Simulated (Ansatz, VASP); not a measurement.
**Two plane-wave programs on CaF2**

Contents of POSCAR:

```
CaF2
1.0
    0.0000000000      2.7195928860      2.7195928860
    2.7195928860      0.0000000000      2.7195928860
    2.7195928860      2.7195928860      0.0000000000
Ca F
1 2
Direct
    0.0000000000      0.0000000000      0.0000000000
    0.2500000000      0.2500000000      0.2500000000
    0.7500000000      0.7500000000      0.7500000000
```

The input INCAR.step1:

```
  PREC = Accurate
  ENCUT = 580
  EDIFF = 1E-5
  ISMEAR = 0
  SIGMA = 0.01
  LREAL = False
  LASPH = True
  NELM = 120
  ALGO = Normal
  ISIF = 2
  LWAVE = True
  GGA = PE
  NBANDS = 19
  GGA_COMPAT = False
  KPAR = 4
```

The input INCAR.step2:

```
  PREC = Accurate
  ENCUT = 580
  EDIFF = 1E-6
  ISMEAR = 0
  SIGMA = 0.01
  LREAL = False
  LASPH = True
  NELM = 120
  ALGO = Normal
  ISIF = 2
  LWAVE = False
  LCHARG = True
  METAGGA = R2SCAN
  LHFCALC = True
  AEXX = 0.25
  LMIXTAU = True
  PRECFOCK = Normal
  LVHAR = True
  ISTART = 1
  NBANDS = 19
  GGA_COMPAT = False
  KPAR = 4
```

Contents of KPOINTS:

```
regular mesh
0
Gamma
  6 6 6
```

Input for Ansatz:

```yaml
crystal:
  lattice:
    - [0.0, 2.719592886, 2.719592886]
    - [2.719592886, 0.0, 2.719592886]
    - [2.719592886, 2.719592886, 0.0]
  atoms:
    - { symbol: Ca, position: [0.0, 0.0, 0.0] }
    - { symbol: F, position: [0.25, 0.25, 0.25] }
    - { symbol: F, position: [0.75, 0.75, 0.75] }
kpoints:
  mp_grid: { grid: [6, 6, 6] }
  band_path:
    path:
      - [0.0, 0.0, 0.0]
      - [0.5, 0.0, 0.5]
      - [0.625, 0.25, 0.625]
      - [0.375, 0.375, 0.75]
      - [0.5, 0.5, 0.5]
      - [0.5, 0.25, 0.75]
      - [0.0, 0.5, 0.5]
    npoints: 1
hamiltonian:
  xc: r2scan0
scf:
  occupations: { method: fixed }
  n_extra_bands: 4
output:
  forces: true
  stress: true
  eigenvalues: true
  write_density: true
  write_potential: true
  elf: true
  volumetric_format: npy
```

Alike in both runs: task single point; functional r2SCAN0; k mesh 6 × 6 × 6; no spin polarisation.

```csv
,VASP,Ansatz
version,VASP 6.6.1,Ansatz 0.2.0
potentials or method,"VASP PAW PBE potentials, release 64 (Ca_sv, F)","plane waves, PAW"
plane-wave cutoff (eV),580,500
occupations,"gaussian, width 0.01 eV",fixed
valence electrons in the cell,24,24
```

|  | VASP | Ansatz | Ansatz less VASP |
| --- | --- | --- | --- |
| gap on the k mesh at the Fermi level (eV) | 10.59 | 10.60 | +0.017 |
| pressure (GPa) | -0.4 | -1.0 | -0.56 |

VASP's potentials were made for PBE, not for r2SCAN0. Ansatz's warnings: stress exchange threshold loose, stress scf threshold loose.
